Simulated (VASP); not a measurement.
**W4S7 (a cell with a defect): single point with PBE+D3(BJ)**

System: W4S7 (a cell with a defect).

```
CELL_PARAMETERS angstrom
3.15720 -5.46843 0.00000
-3.15720 -5.46843 0.00000
0.00000 -3.64562 -6.03958
ATOMIC_POSITIONS crystal
W 0.49934 0.49934 0.00197
W 0.99934 0.49934 0.00197
W 0.49934 0.99934 0.00197
W 0.99934 0.99934 0.00197
S 0.29618 0.35161 0.61145
S 0.75278 0.25278 0.74166
S 0.25278 0.75278 0.74166
S 0.75278 0.75278 0.74166
S 0.57917 0.07917 0.26248
S 0.07917 0.57917 0.26248
S 0.57917 0.57917 0.26248
```

This cell differs from its parent crystal: atoms taken out, atom 5 moved -0.250 of the way to it and -0.350 Å across, host rigid.

```yaml
Program: VASP 6.6.1
Task: single point
Functional: PBE
Dispersion: D3(BJ)
Potentials_or_basis: VASP PAW PBE potentials, release 64 (W_sv, S)
Cutoff: 520 eV
k_mesh: 6 × 6 × 6
Occupations: gaussian, width 0.05 eV
Spin: no spin polarisation
Dipole_correction: no
Charge: 2
Further_INCAR_settings: ALGO = Normal; EDIFF = 1e-06; NBANDS = 60; NELECT = 96.0
```

- Largest force: 3.955 eV/Å
- Dispersion energy per atom: -0.405 eV

Forces on the atoms (eV/Å):
```
W   -0.033 -0.083  0.238
W    1.993  1.038  1.573
W   -1.998  0.932  1.233
W   -0.082 -2.032  0.720
S    0.584  0.974 -3.789
S    0.662  0.084 -0.170
S   -0.800 -0.164 -0.223
S   -0.245 -0.636 -0.224
S    0.436  0.215  0.101
S   -0.464  0.179  0.193
S   -0.052 -0.508  0.347
```

Levels at points of the mesh, in eV from the Fermi level:
| k point | band 45 | band 46 | band 47 | band 48 | band 49 | band 50 | band 51 | band 52 |
| --- | --- | --- | --- | --- | --- | --- | --- | --- |
| (0.00, 0.00, 0.00) | -0.62 | -0.51 | -0.45 | -0.12 | 0.91 | 1.48 | 1.52 | 2.21 |
| (0.50, 0.00, 0.00) | -0.78 | -0.67 | -0.48 | -0.38 | -0.25 | 1.05 | 1.33 | 1.51 |
| (0.00, 0.50, 0.00) | -0.71 | -0.51 | -0.46 | -0.41 | -0.34 | 1.12 | 1.31 | 1.76 |
| (0.50, 0.50, 0.50) | -0.80 | -0.65 | -0.48 | -0.39 | -0.20 | 0.95 | 1.41 | 1.44 |
| (0.50, 0.50, 0.00) | -0.90 | -0.76 | -0.58 | -0.26 | 0.19 | 1.01 | 1.17 | 1.88 |
| (0.00, 0.50, 0.50) | -0.96 | -0.73 | -0.60 | -0.28 | 0.35 | 1.00 | 1.59 | 1.70 |
| (0.50, 0.00, 0.50) | -0.87 | -0.82 | -0.60 | -0.23 | 0.27 | 1.00 | 1.39 | 1.79 |
| (0.00, 0.00, 0.50) | -0.93 | 0.15 | 0.24 | 0.25 | 0.57 | 1.47 | 1.56 | 1.71 |

Run time: 15 min on 1 thread of Intel(R) Xeon(R) 6975P-C (Granite Rapids) (shared host), peak memory 1 GiB.

Caveat: the cell carries a net charge on a neutralising background, which shifts energy and pressure; the cell differs from its parent crystal (atoms taken out, atom 5 moved -0.250 of the way to it and -0.350 Å across, host rigid); the cell is charged against a uniform background, so pressure and absolute levels hang on convention; spin-orbit coupling is left out, which moves the levels of the heavy elements.
